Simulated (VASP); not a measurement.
Write the native input for VASP 6.6.1 that does the following.

```yaml
Task: single point
Functional: PBEsol
Potentials_or_basis: VASP PAW PBE potentials, release 64 (B, N)
Cutoff: 520 eV
k_mesh: 6 × 6 × 10
Occupations: gaussian, width 0.05 eV
Spin: no spin polarisation
Dipole_correction: no
Further_INCAR_settings: ALGO = Normal; EDIFF = 1e-06; NBANDS = 26
```

The structure of BN lies in POSCAR:

```
BN
1.0
    4.4972000000      0.0000000000      0.0000000000
    0.0000000000      4.4972000000      0.0000000000
    0.0000000000      0.0000000000      2.6903000000
B N
4 4
Direct
    0.1741337327      0.8258662673      0.5000000000
    0.3258662673      0.3258662673      0.0000000000
    0.6741337327      0.6741337327      0.0000000000
    0.8258662673      0.1741337327      0.5000000000
    0.8123909516      0.8123909516      0.5000000000
    0.3123909516      0.6876090484      0.0000000000
    0.6876090484      0.3123909516      0.0000000000
    0.1876090484      0.1876090484      0.5000000000
```

The input as run:

INCAR

```
PREC = Accurate ; ENCUT = 520
EDIFF = 1E-6 ; ISMEAR = 0
SIGMA = 0.05 ; LREAL = False
LASPH = True ; NELM = 100
ALGO = Normal ; ISIF = 2
LWAVE = False ; LCHARG = True
GGA = PS ; LELF = True
LVHAR = True ; NBANDS = 26
```

KPOINTS

```
regular mesh
0
Gamma
  6 6 10
```

Potentials or basis: VASP PAW PBE potentials, release 64 (B, N).

Command:

```sh
$ cat potpaw_PBE.64/B/POTCAR potpaw_PBE.64/N/POTCAR > POTCAR
$ mpirun -np 1 vasp_std > vasp.out
```

It gave:

| Item | Value |
| --- | --- |
| Pressure | -31.1 GPa |
| Largest force | 0.011 eV/Å |
| Band gap on the k mesh | 4.61 eV (least direct gap 5.57 eV) |

Caveat: the cell stands under tension; the PAW data sets were made with another functional, which shifts forces and pressure a little.

It took 55 s on 1 thread of AMD EPYC 7R13 Processor (Zen 3) (shared host), peak memory 0.17 GiB.
